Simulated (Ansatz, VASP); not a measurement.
**Two plane-wave programs on V2N3**

Contents of INCAR:

```
PREC = Accurate
ENCUT = 520
EDIFF = 1E-6
ISMEAR = 0
SIGMA = 0.15
LREAL = False
LASPH = True
NELM = 80
ALGO = Normal
ISIF = 2
LWAVE = False
LCHARG = False
GGA = PS
NBANDS = 28
```

KPOINTS

```
Automatic mesh
0
Gamma
  18 18 8
```

The input POSCAR:

```
V2N3
1.0
    2.7797869938      0.0000000000      0.0000000000
   -1.3898934969      2.4073661537      0.0000000000
    0.0000000000      0.0000000000      6.1963538749
V N
2 3
Direct
    0.6666666667      0.3333333333      0.3021155180
    0.3333333333      0.6666666667      0.6978844820
    0.0000000000      0.0000000000      0.5121038923
    0.0000000000      0.0000000000      0.1195438038
    0.0000000000      0.0000000000      0.9046639808
```

Input for Ansatz:

```yaml
crystal:
  lattice:
    - [2.7797869938, 0.0, 0.0]
    - [-1.3898934969, 2.4073661537, 0.0]
    - [0.0, 0.0, 6.1963538749]
  atoms:
    - { symbol: V, position: [0.6666666667, 0.3333333333, 0.302115518] }
    - { symbol: V, position: [0.3333333333, 0.6666666667, 0.697884482] }
    - { symbol: "N", position: [0.0, 0.0, 0.5121038923] }
    - { symbol: "N", position: [0.0, 0.0, 0.1195438038] }
    - { symbol: "N", position: [0.0, 0.0, 0.9046639808] }
basis:
  ecutwfc: 420
kpoints:
  mp_grid: { grid: [18, 18, 8] }
hamiltonian:
  xc: pbesol
scf:
  occupations: { method: gaussian, width: 0.15 }
output:
  forces: true
  stress: true
  eigenvalues: true
  write_density: true
  write_potential: true
  elf: true
  volumetric_format: npy
```

Change from the starting cell: all N atoms moved +0.075 Å, as atom 3 along Cartesian [0 0 1].

Alike in both runs: task single point; functional PBEsol; k mesh 18 × 18 × 8; occupations gaussian, width 0.15 eV; no spin polarisation.

|  | VASP | Ansatz |
| --- | --- | --- |
| version | VASP 6.6.1 | Ansatz 0.2.0 |
| potentials or method | VASP PAW PBE potentials, release 64 (V_sv, N), cutoff 520 eV | scalar-relativistic, plane waves, PAW |
| valence electrons in the cell | 41 | 41 |

VASP gave:

```
gap on the k mesh at the Fermi level (eV)                     : none
pressure (GPa)                                                : 2.3
traceless stress, the component that is largest in VASP (GPa) : -0.43
rms of the force components (eV/Å)                            : 0.992
```

Which values does Ansatz return?

gap on the k mesh at the Fermi level (eV): none; pressure (GPa): 1.5; traceless stress, the component that is largest in VASP (GPa): -0.86; rms of the force components (eV/Å): 0.987.

VASP's potentials were made for PBE, not for PBEsol. Atom by atom the forces differ by 0.025 eV/Å (rms over components). A gap of «none» marks a metal or a gap that the smearing closes.
